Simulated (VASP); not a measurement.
# LiF (I4/mmm) in VASP: notebook, part 2 of 3

VASP 6.6.1.

### Step 3. Electric field gradients, LDA (zz strain of +2 %)

File INCAR:

```
SYSTEM = LiF
PREC = Accurate
ENCUT = 520
EDIFF = 1E-8
ISMEAR = -1
SIGMA = 0.03
LREAL = .False.
LASPH = .True.
NELM = 80
ALGO = Normal
ISIF = 2
LWAVE = .False.
LCHARG = .False.
LEFG = .True.
NBANDS = 12
```

File KPOINTS:

```
regular mesh
0
Gamma
  10 10 10
  0 0 0
```

File POSCAR:

```
LiF
1.0
    0.0000000000      2.0140000000      2.0542800000
    2.0140000000      0.0000000000      2.0542800000
    2.0140000000      2.0140000000      0.0000000000
Li F
1 1
Direct
    0.0000000000      0.0000000000      0.0000000000
    0.5000000000      0.5000000000      0.5000000000
```

Potentials or basis: VASP PAW LDA potentials, release 64 (Li_sv, F).

The run is started by

```bash
cat potpaw_LDA.64/Li_sv/POTCAR potpaw_LDA.64/F/POTCAR > POTCAR
mpirun -np 1 vasp_std > vasp.out
```

OUTCAR:

```text
SYSTEM = LiF
   PREC = Accurate
   ENCUT = 520
   EDIFF = 1E-8
   ISMEAR = -1
   LREAL = .False.
   LASPH = .True.
   NELM = 80
   ISIF = 2

 ion  position               nearest neighbor table
   1  0.000  0.000  0.000-   2 2.01   2 2.01   2 2.01   2 2.01   2 2.05   2 2.05
   2  0.500  0.500  0.500-   1 2.01   1 2.01   1 2.01   1 2.01   1 2.05   1 2.05

  LATTYP: Found a body centered tetragonal cell.
 ALAT       =     2.8482261146
 C/A-ratio  =     1.4424978336

  Lattice vectors:

 A1 = (  -2.0140000000,   0.0000000000,   2.0542800000)
 A2 = (   2.0140000000,   0.0000000000,   2.0542800000)
 A3 = (   0.0000000000,   2.0140000000,  -2.0542800000)

Analysis of symmetry for initial positions (statically):
=====================================================================
 Subroutine PRICEL returns:
 Original cell was already a primitive cell.

 Routine SETGRP: Setting up the symmetry group for a
 body centered tetragonal supercell.

 Subroutine GETGRP returns: Found 16 space group operations
 (whereof 16 operations were pure point group operations)
 out of a pool of 16 trial point group operations.

The static configuration has the point symmetry D_4h.

Analysis of symmetry for dynamics (positions and initial velocities):
=====================================================================
 Subroutine PRICEL returns:
 Original cell was already a primitive cell.

 Routine SETGRP: Setting up the symmetry group for a
 body centered tetragonal supercell.

 Subroutine GETGRP returns: Found 16 space group operations
 (whereof 16 operations were pure point group operations)
 out of a pool of 16 trial point group operations.

[... 506 lines left out ...]
      3      -3.7647      2.00000
      4      -2.2755      2.00000
      5      -2.1550      2.00000
      6      11.0230      0.00000
      7      14.9435      0.00000
      8      16.4379      0.00000
      9      18.2498      0.00000
     10      19.3282      0.00000
     11      31.5939      0.00000
     12      32.9232      0.00000

 [... further k-points ...]

------------------------ aborting loop because EDIFF is reached ----------------------------------------

  FORCE on cell =-STRESS in cart. coord.  units (eV):
  Direction    XX          YY          ZZ          XY          YZ          ZX
  --------------------------------------------------------------------------------------
  -------------------------------------------------------------------------------------
  Total       -0.7727122     -0.7727122     -0.8753906      0.0000000      0.0000000      0.0000000
  in kB      -74.2881900    -74.2881900    -84.1596442      0.0000000      0.0000000      0.0000000
  external PRESSURE =     -77.5786748 kB  Pullay stress =       0.0000000 kB

 VOLUME and BASIS-vectors are now :
 -----------------------------------------------------------------------------
  energy-cutoff  :      520.00
  volume of cell :       16.67
      direct lattice vectors                 reciprocal lattice vectors
     0.000000000  2.014000000  2.054280000    -0.248262165  0.248262165  0.243394279
     2.014000000  0.000000000  2.054280000     0.248262165 -0.248262165  0.243394279
     2.014000000  2.014000000  0.000000000     0.248262165  0.248262165 -0.243394279

 POSITION                                       TOTAL-FORCE (eV/Angst)
 -----------------------------------------------------------------------------------
      0.00000      0.00000      0.00000         0.000000     -0.000000      0.000000
      2.01400      2.01400      2.05428        -0.000000      0.000000     -0.000000
 -----------------------------------------------------------------------------------
    total drift:                               -0.000000     -0.000000      0.000000

  FREE ENERGIE OF THE ION-ELECTRON SYSTEM (eV)
  ---------------------------------------------------
  free  energy   TOTEN  =       -10.4572501026 eV

  energy  without entropy=      -10.4572501025  energy(sigma->0) =      -10.45725010

 Electric field gradients (V/A^2)
---------------------------------------------------------------------
 ion       V_xx      V_yy      V_zz      V_xy      V_xz      V_yz
---------------------------------------------------------------------
   1      -0.049    -0.049     0.099    -0.002    -0.001    -0.001
   2      -0.342    -0.342     0.683    -0.000    -0.001    -0.001
---------------------------------------------------------------------

 Electric field gradients after diagonalization (V/A^2)
 (convention: |V_zz| > |V_xx| > |V_yy|)
----------------------------------------------------------------------
 ion       V_xx      V_yy      V_zz     asymmetry (V_yy - V_xx)/ V_zz
----------------------------------------------------------------------
   1      -0.051    -0.047     0.099       0.040
   2      -0.342    -0.341     0.683       0.001
----------------------------------------------------------------------

           NMR quadrupolar parameters

 Cq : quadrupolar parameter    Cq=e*Q*V_zz/h
 eta: asymmetry parameters     (V_yy - V_xx)/ V_zz
 Q  : nuclear electric quadrupole moment in mb (millibarn)
----------------------------------------------------------------------
 ion       Cq(MHz)       eta       Q (mb)
----------------------------------------------------------------------
   1       0.000       0.040       1.000
   2       0.002       0.001       1.000
----------------------------------------------------------------------
```

OSZICAR:

```text
N       E                     dE             d eps       ncg     rms          rms(c)
DAV:   1     0.298212919802E+02    0.29821E+02   -0.53760E+03  2600   0.847E+02
DAV:   2    -0.987978410454E+01   -0.39701E+02   -0.38918E+02  2940   0.184E+02
DAV:   3    -0.109426377290E+02   -0.10629E+01   -0.10605E+01  3204   0.262E+01
DAV:   4    -0.109527396299E+02   -0.10102E-01   -0.10101E-01  2856   0.281E+00
DAV:   5    -0.109528353642E+02   -0.95734E-04   -0.95734E-04  3176   0.210E-01    0.424E+00
DAV:   6    -0.104747632552E+02    0.47807E+00   -0.23363E+00  2736   0.918E+00    0.138E+00
DAV:   7    -0.104630778099E+02    0.11685E-01   -0.15362E-02  3364   0.107E+00    0.797E-01
DAV:   8    -0.104572610749E+02    0.58167E-02   -0.96413E-03  3484   0.103E+00    0.986E-02
DAV:   9    -0.104572338198E+02    0.27255E-04   -0.64291E-04  2772   0.230E-01    0.371E-02
DAV:  10    -0.104572505515E+02   -0.16732E-04   -0.31394E-05  2812   0.397E-02    0.646E-03
DAV:  11    -0.104572501126E+02    0.43889E-06   -0.14032E-06  3124   0.121E-02    0.136E-03
DAV:  12    -0.104572501108E+02    0.18274E-08   -0.28992E-07  3500   0.413E-03    0.690E-04
DAV:  13    -0.104572501026E+02    0.82193E-08   -0.19669E-08  2300   0.116E-03
   1 F= -.10457250E+02 E0= -.10457250E+02  d E =-.157650E-10
```

stdout:

```text
POSCAR found type information on POSCAR LiF
 POSCAR found :  2 types and       2 ions
 scaLAPACK will be used
 LDA part: xc-table for (Slater(with rela. corr.)+CA(PZ))
 , standard interpolation
 POSCAR, INCAR and KPOINTS ok, starting setup
 FFT: planning ... GRIDC
 FFT: planning ... GRID_SOFT
 FFT: planning ... GRID
 WAVECAR not read
 entering main loop
ion   1

ion   2
```

Wall time 6.6 s (1 thread of Intel Xeon 6975P-C (Granite Rapids), shared host); peak memory 0.12 GiB.

What came out:

```
Free energy            : -10.4573 eV
Band gap on the k mesh : 8.63 eV, direct
```

Electric field gradients, principal values (V/Å²):
| atom | least | middle | greatest (by size) |
| --- | --- | --- | --- |
| 1 Li | -0.047 | -0.051 | 0.099 |
| 2 F | -0.341 | -0.342 | 0.683 |

Caveat: the cell differs from its parent crystal (zz strain of +2 %); the cutoff is under 1.25 times the usual one of these potentials, so pressure, stress and relaxed cells hold a basis-set (Pulay) error; without QUAD_EFG the Cq values of the log hold for a quadrupole moment of 1 mb, not for the nuclei. A k mesh can miss the band edges.

### Step 4. Electric field gradients, LDA (equal xx and yy strain of +1 %)

File INCAR:

```
  PREC = Accurate
  ENCUT = 520
  EDIFF = 1E-8
  ISMEAR = -1
  SIGMA = 0.03
  LREAL = F
  LASPH = T
  NELM = 100
  ALGO = Normal
  ISIF = 2
  LWAVE = F
  LCHARG = F
  LEFG = T
  NBANDS = 12
```

File KPOINTS:

```
regular mesh
0
Gamma
  10 10 10
```

File POSCAR:

```
LiF
1.0
    0.0000000000      2.0341400000      2.0140000000
    2.0341400000      0.0000000000      2.0140000000
    2.0341400000      2.0341400000      0.0000000000
Li F
1 1
Direct
    0.0000000000      0.0000000000      0.0000000000
    0.5000000000      0.5000000000      0.5000000000
```

Potentials or basis: VASP PAW LDA potentials, release 64 (Li_sv, F).

The run is started by

```bash
cat potpaw_LDA.64/Li_sv/POTCAR potpaw_LDA.64/F/POTCAR > POTCAR
mpirun -np 1 vasp_std > vasp.out
```

OUTCAR:

```text
PREC = Accurate
   ENCUT = 520
   EDIFF = 1E-8
   ISMEAR = -1
   LREAL = F
   LASPH = T
   NELM = 100
   ISIF = 2

 ion  position               nearest neighbor table
   1  0.000  0.000  0.000-   2 2.01   2 2.01   2 2.03   2 2.03   2 2.03   2 2.03
   2  0.500  0.500  0.500-   1 2.01   1 2.01   1 2.03   1 2.03   1 2.03   1 2.03

  LATTYP: Found a body centered tetragonal cell.
 ALAT       =     2.8767083758
 C/A-ratio  =     1.4002114479

  Lattice vectors:

 A1 = (   0.0000000000,  -2.0341400000,  -2.0140000000)
 A2 = (   0.0000000000,   2.0341400000,  -2.0140000000)
 A3 = (   2.0341400000,   0.0000000000,   2.0140000000)

Analysis of symmetry for initial positions (statically):
=====================================================================
 Subroutine PRICEL returns:
 Original cell was already a primitive cell.

 Routine SETGRP: Setting up the symmetry group for a
 body centered tetragonal supercell.

 Subroutine GETGRP returns: Found 16 space group operations
 (whereof 16 operations were pure point group operations)
 out of a pool of 16 trial point group operations.

The static configuration has the point symmetry D_4h.

Analysis of symmetry for dynamics (positions and initial velocities):
=====================================================================
 Subroutine PRICEL returns:
 Original cell was already a primitive cell.

 Routine SETGRP: Setting up the symmetry group for a
 body centered tetragonal supercell.

 Subroutine GETGRP returns: Found 16 space group operations
 (whereof 16 operations were pure point group operations)
 out of a pool of 16 trial point group operations.

[... 505 lines left out ...]
      2     -20.3970      2.00000
      3      -3.7454      2.00000
      4      -2.3054      2.00000
      5      -2.1962      2.00000
      6      11.2014      0.00000
      7      14.7372      0.00000
      8      16.5679      0.00000
      9      17.9568      0.00000
     10      19.0298      0.00000
     11      31.8222      0.00000
     12      32.6615      0.00000

 [... further k-points ...]

------------------------ aborting loop because EDIFF is reached ----------------------------------------

  FORCE on cell =-STRESS in cart. coord.  units (eV):
  Direction    XX          YY          ZZ          XY          YZ          ZX
  --------------------------------------------------------------------------------------
  -------------------------------------------------------------------------------------
  Total       -0.8296200     -0.8296200     -0.7745277      0.0000000      0.0000000     -0.0000000
  in kB      -79.7514618    -79.7514618    -74.4554291      0.0000000      0.0000000     -0.0000000
  external PRESSURE =     -77.9861176 kB  Pullay stress =       0.0000000 kB

 VOLUME and BASIS-vectors are now :
 -----------------------------------------------------------------------------
  energy-cutoff  :      520.00
  volume of cell :       16.67
      direct lattice vectors                 reciprocal lattice vectors
     0.000000000  2.034140000  2.014000000    -0.245804124  0.245804124  0.248262165
     2.034140000  0.000000000  2.014000000     0.245804124 -0.245804124  0.248262165
     2.034140000  2.034140000  0.000000000     0.245804124  0.245804124 -0.248262165

 POSITION                                       TOTAL-FORCE (eV/Angst)
 -----------------------------------------------------------------------------------
      0.00000      0.00000      0.00000        -0.000000      0.000000     -0.000000
      2.03414      2.03414      2.01400         0.000000     -0.000000      0.000000
 -----------------------------------------------------------------------------------
    total drift:                               -0.000000     -0.000000      0.000000

  FREE ENERGIE OF THE ION-ELECTRON SYSTEM (eV)
  ---------------------------------------------------
  free  energy   TOTEN  =       -10.4576922633 eV

  energy  without entropy=      -10.4576922632  energy(sigma->0) =      -10.45769226

 Electric field gradients (V/A^2)
---------------------------------------------------------------------
 ion       V_xx      V_yy      V_zz      V_xy      V_xz      V_yz
---------------------------------------------------------------------
   1       0.024     0.024    -0.048    -0.001    -0.002    -0.002
   2       0.180     0.180    -0.361    -0.001    -0.001    -0.001
---------------------------------------------------------------------

 Electric field gradients after diagonalization (V/A^2)
 (convention: |V_zz| > |V_xx| > |V_yy|)
----------------------------------------------------------------------
 ion       V_xx      V_yy      V_zz     asymmetry (V_yy - V_xx)/ V_zz
----------------------------------------------------------------------
   1       0.025     0.023    -0.048       0.057
   2       0.181     0.180    -0.361       0.003
----------------------------------------------------------------------

           NMR quadrupolar parameters

 Cq : quadrupolar parameter    Cq=e*Q*V_zz/h
 eta: asymmetry parameters     (V_yy - V_xx)/ V_zz
 Q  : nuclear electric quadrupole moment in mb (millibarn)
----------------------------------------------------------------------
 ion       Cq(MHz)       eta       Q (mb)
----------------------------------------------------------------------
   1      -0.000       0.057       1.000
   2      -0.001       0.003       1.000
----------------------------------------------------------------------
```

stdout:

```text
POSCAR found type information on POSCAR LiF
 POSCAR found :  2 types and       2 ions
 scaLAPACK will be used
 LDA part: xc-table for (Slater(with rela. corr.)+CA(PZ))
 , standard interpolation
 POSCAR, INCAR and KPOINTS ok, starting setup
 FFT: planning ... GRIDC
 FFT: planning ... GRID_SOFT
 FFT: planning ... GRID
 WAVECAR not read
 entering main loop
ion   1

ion   2
```

Wall time 7 s (1 thread of Intel Xeon 6975P-C (Granite Rapids), shared host); peak memory 0.13 GiB.

What came out:

```
Free energy            : -10.4577 eV
Band gap on the k mesh : 8.65 eV, direct
```

Electric field gradients, principal values (V/Å²):
```tsv
atom	least	middle	greatest (by size)
1 Li	0.023	0.025	-0.048
2 F	0.180	0.181	-0.361
```

Caveat: the cell differs from its parent crystal (equal xx and yy strain of +1 %); the cutoff is under 1.25 times the usual one of these potentials, so pressure, stress and relaxed cells hold a basis-set (Pulay) error; without QUAD_EFG the Cq values of the log hold for a quadrupole moment of 1 mb, not for the nuclei.

(Continued in part 3 of 3.)
